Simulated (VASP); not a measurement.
# LiNbO3 (R-3c) in VASP: notebook

Runs on LiNbO3. Level: LDA. Tasks: single point.

Everything below comes from runs of VASP 6.6.1. Logs are shortened: lines on timing, memory, paths and dates and some standing lists are left out, and cuts for length are marked.

## (1) The cell of the first run

It takes space group R-3c (No. 167, trigonal). Conventional cell: a = 5.124 Å, b = 5.124 Å, c = 13.555 Å, α = 90.00°, β = 90.00°, γ = 120.00°. Within 2.6 Å of Li (site symmetry 32) lie 3 O at 1.92 Å. Within 2.6 Å of Nb (site symmetry -3) lie 6 O at 1.97 Å. O (site symmetry 2) has 1 Li at 1.92 Å and 2 Nb at 1.97 Å within 2.6 Å.

## (2) Single point, LDA

The input, INCAR:

```
PREC = Accurate
ENCUT = 750
EDIFF = 1E-6
ISMEAR = 0
SIGMA = 0.02
LREAL = False
LASPH = True
NELM = 120
ALGO = Normal
ISIF = 2
LWAVE = False
LCHARG = True
GGA = CA
LELF = True
LVHAR = True
NBANDS = 45
GGA_COMPAT = False
```

The input, KPOINTS:

```
regular mesh
0
Gamma
  6 6 6
```

The input, POSCAR:

```
LiNbO3
1.0
    2.5620336988      1.4791908457      4.5184286531
   -2.5620336988      1.4791908457      4.5184286531
    0.0000000000     -2.9583816913      4.5184286531
Li Nb O
2 2 6
Direct
    0.2500000000      0.2500000000      0.2500000000
    0.7500000000      0.7500000000      0.7500000000
    0.0000000000      0.0000000000      0.0000000000
    0.5000000000      0.5000000000      0.5000000000
    0.1254341554      0.3745658446      0.7500000000
    0.7500000000      0.1254341554      0.3745658446
    0.3745658446      0.7500000000      0.1254341554
    0.8745658446      0.6254341554      0.2500000000
    0.2500000000      0.8745658446      0.6254341554
    0.6254341554      0.2500000000      0.8745658446
```

Potentials or basis: VASP PAW LDA potentials, release 64 (Li_sv, Nb_sv, O).

The run is started by

```
cat potpaw_LDA.64/Li_sv/POTCAR potpaw_LDA.64/Nb_sv/POTCAR potpaw_LDA.64/O/POTCAR > POTCAR
mpirun -np 1 vasp_std > vasp.out
```

OUTCAR:

```text
PREC = Accurate
   ENCUT = 750
   EDIFF = 1E-6
   ISMEAR = 0
   LREAL = False
   LASPH = True
   NELM = 120
   ISIF = 2
   GGA = CA

 ion  position               nearest neighbor table
   1  0.250  0.250  0.250-   9 1.92  10 1.92   8 1.92
   2  0.750  0.750  0.750-   6 1.92   7 1.92   5 1.92
   3  0.000  0.000  0.000-   6 1.97   9 1.97   7 1.97  10 1.97   5 1.97   8 1.97
   4  0.500  0.500  0.500-   7 1.97  10 1.97   9 1.97   6 1.97   5 1.97   8 1.97
   5  0.125  0.375  0.750-   2 1.92   3 1.97   4 1.97
   6  0.750  0.125  0.375-   2 1.92   3 1.97   4 1.97
   7  0.375  0.750  0.125-   2 1.92   4 1.97   3 1.97
   8  0.875  0.625  0.250-   1 1.92   3 1.97   4 1.97
   9  0.250  0.875  0.625-   1 1.92   3 1.97   4 1.97
  10  0.625  0.250  0.875-   1 1.92   4 1.97   3 1.97

  LATTYP: Found a trigonal (rhomboedric) cell.
 ALAT       =     5.4007610320
 COS(alpha) =     0.5499199652

  Lattice vectors:

 A1 = (   2.5620336988,   1.4791908457,   4.5184286531)
 A2 = (  -2.5620336988,   1.4791908457,   4.5184286531)
 A3 = (   0.0000000000,  -2.9583816913,   4.5184286531)

Analysis of symmetry for initial positions (statically):
=====================================================================
 Subroutine PRICEL returns:
 Original cell was already a primitive cell.

 Routine SETGRP: Setting up the symmetry group for a
 trigonal (rhombohedral) supercell.

 Subroutine GETGRP returns: Found 12 space group operations
 (whereof  6 operations were pure point group operations)
 out of a pool of 12 trial point group operations.

The static configuration has the point symmetry S_6 .
 The point group associated with its full space group is D_3d.

Analysis of symmetry for dynamics (positions and initial velocities):
=====================================================================
 Subroutine PRICEL returns:
 Original cell was already a primitive cell.

 Routine SETGRP: Setting up the symmetry group for a
 trigonal (rhombohedral) supercell.

 Subroutine GETGRP returns: Found 12 space group operations
 (whereof  6 operations were pure point group operations)
 out of a pool of 12 trial point group operations.

The dynamic configuration has the point symmetry S_6 .
 The point group associated with its full space group is D_3d.

 Subroutine INISYM returns: Found 12 space group operations
 (whereof  6 operations are pure point group operations),
 and found     1 'primitive' translations

----------------------------------------------------------------------------------------

                                     Primitive cell

  volume of cell :     102.7419

  direct lattice vectors                    reciprocal lattice vectors
     2.562033699  1.479190846  4.518428653     0.195157464  0.112674215  0.073771959
    -2.562033699  1.479190846  4.518428653    -0.195157464  0.112674215  0.073771959
     0.000000000 -2.958381691  4.518428653     0.000000000 -0.225348429  0.073771959

  length of vectors
     5.400761032  5.400761032  5.400761032     0.237116462  0.237116462  0.237116462

  position of ions in fractional coordinates (direct lattice)
     0.250000000  0.250000000  0.250000000
     0.750000000  0.750000000  0.750000000
     0.000000000  0.000000000  0.000000000
     0.500000000  0.500000000  0.500000000
     0.125434155  0.374565845  0.750000000
     0.750000000  0.125434155  0.374565845
     0.374565845  0.750000000  0.125434155
     0.874565845  0.625434155  0.250000000
     0.250000000  0.874565845  0.625434155
     0.625434155  0.250000000  0.874565845

  ion indices of the primitive-cell ions
   primitive index   ion index
                 1           1
                 2           2
                 3           3
                 4           4
                 5           5
                 6           6
                 7           7
                 8           8
                 9           9
                10          10

----------------------------------------------------------------------------------------

 KPOINTS: regular mesh

Automatic generation of k-mesh.
 Grid dimensions read from file:
 generate k-points for:    6    6    6

 Generating k-lattice:

  Cartesian coordinates                     Fractional coordinates (reciprocal lattice)
     0.032526244  0.018779036  0.012295326     0.166666667  0.000000000  0.000000000
    -0.032526244  0.018779036  0.012295326     0.000000000  0.166666667  0.000000000
     0.000000000 -0.037558072  0.012295326     0.000000000  0.000000000  0.166666667

  Length of vectors
     0.039519410  0.039519410  0.039519410

  Shift w.r.t. Gamma in fractional coordinates (k-lattice)
     0.000000000  0.000000000  0.000000000

 Subroutine IBZKPT returns following result:
 ===========================================

 Found     32 irreducible k-points:

 Following reciprocal coordinates:
            Coordinates               Weight
  0.000000  0.000000  0.000000      1.000000
  0.166667  0.000000  0.000000      6.000000
  0.333333  0.000000 -0.000000      6.000000
  0.500000  0.000000  0.000000      3.000000
  0.166667  0.166667  0.000000      6.000000
  0.333333  0.166667 -0.000000     12.000000
[... 16 lines left out ...]
  0.500000  0.500000  0.166667      6.000000
 -0.333333  0.500000  0.166667     12.000000
 [... further k-points ...]
   k-points           NKPTS =     32   k-points in BZ     NKDIM =     32   number of bands    NBANDS=     45
   number of dos      NEDOS =    301   number of ions     NIONS =     10
   total plane-waves  NPLWV = 110592
   dimension x,y,z NGX =    48 NGY =   48 NGZ =   48
   dimension x,y,z NGXF=    96 NGYF=   96 NGZF=   96
   ions per type =               2   2   6
   NGX,Y,Z   is equivalent  to a cutoff of  14.78, 14.78, 14.78 a.u.
   NGXF,Y,Z  is equivalent  to a cutoff of  29.55, 29.55, 29.55 a.u.
 SYSTEM =  unknown system
   PREC   = accura    normal or accurate (medium, high low for compatibility)
   ISTART =      0    job   : 0-new  1-cont  2-samecut
   ICHARG =      2    charge: 1-file 2-atom 10-const
   ISPIN  =      1    spin polarized calculation?
   LNONCOLLINEAR =      F non collinear calculations
   LSORBIT =      F    spin-orbit coupling
   LASPH  =      T    aspherical Exc in radial PAW
   ENCUT  =  750.0 eV  55.12 Ry    7.42 a.u.  12.06 12.06 12.06*2*pi/ulx,y,z
   NELM   =    120;   NELMIN=  2; NELMDL= -5     # of ELM steps
   EDIFF  = 0.1E-05   stopping-criterion for ELM
   LREAL  =      F    real-space projection
   EDIFFG = 0.1E-04   stopping-criterion for IOM
   NSW    =      0    number of steps for IOM
   IBRION =     -1    ionic relax: 0-MD 1-quasi-New 2-CG
   NFREE  =      0    steps in history (QN), initial steepest desc. (CG)
   ISIF   =      2    stress and relaxation
   ISYM   =      2    0-nonsym 1-usesym 2-fastsym
   POTIM  = 0.5000    time-step for ionic-motion
   TEBEG  =    0.0;   TEEND  =   0.0 temperature during run
   PSTRESS=    0.0 pullay stress
   NELECT =      68.0000    total number of electrons
   NUPDOWN=      -1.0000    fix difference up-down
   EMIN   =  10.00;   EMAX   =-10.00  energy-range for DOS
   EFERMI =   0.00;   METHOD = LEGACY
   ISMEAR =     0;   SIGMA  =   0.02  broadening in eV -4-tet -1-fermi 0-gaus
   EFERMI_NEDOS =   21; number of points for ismear=-14 and -15
   IALGO  =     38    algorithm
   IMIX   =      4    mixing-type and parameters
     AMIX     =   0.40;   BMIX     =  1.00
     AMIX_MAG =   1.60;   BMIX_MAG =  1.00
  volume/ion in A,a.u.               =      10.27        69.33
  Fermi-wavevector in a.u.,A,eV,Ry     =   1.426687  2.696047 27.693767  2.035434
  Thomas-Fermi vector in A             =   2.546937
   LORBIT       =      0    0 simple, 1 ext, 2 COOP (PROOUT), +10 PAW based schemes
   GGA     = CA    functional components
   LHFCALC =     F    Hartree Fock is set to
   AEXX    =    0.0000 exact exchange contribution
   IVDW    =     0    specifies the selected vdW correction
   LEPSILON=     F    determine dielectric tensor
   LRPA    =     F    only Hartree local field effects (RPA)
 non-spin polarized calculation
 Gauss-broadening in eV      SIGMA  =   0.02
  energy-cutoff  :      750.00
  volume of cell :      102.74
 maximum number of plane-waves:      4821
   NGX = 25   NGY = 25   NGZ = 25

 number of electron      68.0000009 magnetization

 Free energy of the ion-electron system (eV)
  ---------------------------------------------------
  ext. energy  EPLUGINS =         0.00000000
  ---------------------------------------------------
  free energy    TOTEN  =       -87.39789373 eV

  energy without entropy =      -87.39789373  energy(sigma->0) =      -87.39789373

 E-fermi :   3.9707     XC(G=0): -11.5061

 val. band max:        3.7637657627   @ k =  -0.1667   0.1667   0.0000
 cond. band min:       6.3656381091   @ k =   0.5000   0.5000   0.0000
 fundamental gap:      2.6018723465
 Fermi energy:         3.9707300530

 k-point     1 :       0.0000    0.0000    0.0000
  band No.  band energies     occupation
      1     -50.1797      2.00000
      2     -50.1604      2.00000
      3     -37.7616      2.00000
      4     -37.7586      2.00000
      5     -26.6624      2.00000
      6     -26.6624      2.00000
[... 37 lines left out ...]
     44      14.6978      0.00000
     45      14.9898      0.00000

 k-point     2 :       0.1667    0.0000    0.0000
  band No.  band energies     occupation
      1     -50.1783      2.00000
      2     -50.1617      2.00000
      3     -37.7614      2.00000
      4     -37.7588      2.00000
      5     -26.6508      2.00000
      6     -26.6500      2.00000
[... 1048 lines left out ...]
 k-point    24 :      -0.3333    0.5000    0.1667
  band No.  band energies     occupation
      1     -50.1715      2.00000
      2     -50.1683      2.00000
      3     -37.7605      2.00000
      4     -37.7599      2.00000
      5     -26.6791      2.00000
      6     -26.6734      2.00000
[... 37 lines left out ...]
     44      13.6978      0.00000
     45      14.0405      0.00000

 [... further k-points ...]

------------------------ aborting loop because EDIFF is reached ----------------------------------------

  FORCE on cell =-STRESS in cart. coord.  units (eV):
  Direction    XX          YY          ZZ          XY          YZ          ZX
  --------------------------------------------------------------------------------------
  -------------------------------------------------------------------------------------
  Total       -0.0246534     -0.0246534     -0.0374288      0.0000000     -0.0000000     -0.0000000
  in kB       -0.3844504     -0.3844504     -0.5836720      0.0000000     -0.0000000     -0.0000000
  external PRESSURE =      -0.4508576 kB  Pullay stress =       0.0000000 kB

 VOLUME and BASIS-vectors are now :
 -----------------------------------------------------------------------------
  energy-cutoff  :      750.00
  volume of cell :      102.74
      direct lattice vectors                 reciprocal lattice vectors
     2.562033699  1.479190846  4.518428653     0.195157464  0.112674215  0.073771959
    -2.562033699  1.479190846  4.518428653    -0.195157464  0.112674215  0.073771959
     0.000000000 -2.958381691  4.518428653     0.000000000 -0.225348429  0.073771959

 POSITION                                       TOTAL-FORCE (eV/Angst)
 -----------------------------------------------------------------------------------
      0.00000      0.00000      3.38882         0.000000      0.000000     -0.000000
      0.00000      0.00000     10.16646         0.000000      0.000000     -0.000000
      0.00000      0.00000      0.00000         0.000000      0.000000     -0.000000
      0.00000      0.00000      6.77764         0.000000      0.000000     -0.000000
     -0.63828     -1.47919      5.64804        -0.007648      0.000000      0.000000
      1.60016      0.18683      5.64804         0.003824     -0.006623     -0.000000
     -0.96187      1.29237      5.64804         0.003824      0.006623     -0.000000
      0.63828      1.47919      7.90725         0.007648      0.000000     -0.000000
     -1.60016     -0.18683      7.90725        -0.003824      0.006623     -0.000000
      0.96187     -1.29237      7.90725        -0.003824     -0.006623     -0.000000
 -----------------------------------------------------------------------------------
    total drift:                               -0.000000     -0.000000     -0.000000

  FREE ENERGIE OF THE ION-ELECTRON SYSTEM (eV)
  ---------------------------------------------------
  free  energy   TOTEN  =       -87.3978937347 eV

  energy  without entropy=      -87.3978937347  energy(sigma->0) =      -87.39789373
```

Run time: 6.1 min. Hardware: 1 thread of Intel Xeon Platinum 8259CL at 2.50GHz (Skylake/Cascade Lake), shared host; peak memory 0.38 GiB.

Results:

| Quantity | Value |
| --- | --- |
| Free energy | -87.3979 eV |
| Pressure | 0.0 GPa |
| Largest force | 0.008 eV/Å |
| Band gap on the k mesh | 2.60 eV (least direct gap 2.68 eV) |

Forces in eV/Å, atoms in the order of the input:
```
Li   0.000  0.000  0.000
Li   0.000  0.000  0.000
Nb   0.000  0.000  0.000
Nb   0.000  0.000  0.000
O   -0.008  0.000  0.000
O    0.004 -0.007  0.000
O    0.004  0.007  0.000
O    0.008  0.000  0.000
O   -0.004  0.007  0.000
O   -0.004 -0.007  0.000
```

A k mesh can miss the band edges. As with any semilocal functional, this LDA gap is likely too small.

## (3) Single point, LDA

The input, INCAR:

```
SYSTEM = LiNbO3
PREC = Accurate
ENCUT = 750
EDIFF = 1E-6
ISMEAR = 0
SIGMA = 0.05
LREAL = .False.
LASPH = .True.
NELM = 120
ALGO = Normal
ISIF = 2
LWAVE = .False.
LCHARG = .False.
GGA = CA
NBANDS = 45
GGA_COMPAT = .False.
```

The input, KPOINTS:

```
Automatic mesh
0
Gamma
  6 6 6
  0 0 0
```

POSCAR is that of step 2.

Potentials or basis: VASP PAW LDA potentials, release 64 (Li_sv, Nb_sv, O).

The run is started by

```
cat potpaw_LDA.64/Li_sv/POTCAR potpaw_LDA.64/Nb_sv/POTCAR potpaw_LDA.64/O/POTCAR > POTCAR
mpirun -np 1 vasp_std > vasp.out
```

It took 5.4 min on 1 thread of Intel Xeon Platinum 8259CL at 2.50GHz (Skylake/Cascade Lake), shared host; peak memory 0.38 GiB.

It converged, with:

```
Free energy            : -87.3979 eV
Pressure               : 0.0 GPa
Largest force          : 0.008 eV/Å
Band gap on the k mesh : 2.60 eV (least direct gap 2.68 eV)
```

Forces on the atoms (eV/Å):
```
Li   0.000  0.000  0.000
Li   0.000  0.000  0.000
Nb   0.000  0.000  0.000
Nb   0.000  0.000  0.000
O   -0.008  0.000  0.000
O    0.004 -0.007  0.000
O    0.004  0.007  0.000
O    0.008  0.000  0.000
O   -0.004  0.007  0.000
O   -0.004 -0.007  0.000
```

Levels at points of the mesh, in eV from the valence-band top:
```csv
k point,band 32,band 33,band 34,band 35,band 36,band 37
"(0.00, 0.00, 0.00)",-0.20,-0.20,-0.02,2.65,2.65,2.83
"(0.50, 0.00, 0.00)",-0.30,-0.23,-0.23,4.27,4.27,4.33
"(0.50, 0.50, 0.00)",-0.44,-0.33,-0.29,2.60,3.70,4.09
"(0.50, 0.50, 0.50)",-0.32,-0.32,-0.32,4.31,4.31,4.64
```

A k mesh can miss the band edges. A hybrid or GW would open this gap; LDA tends to underestimate it.
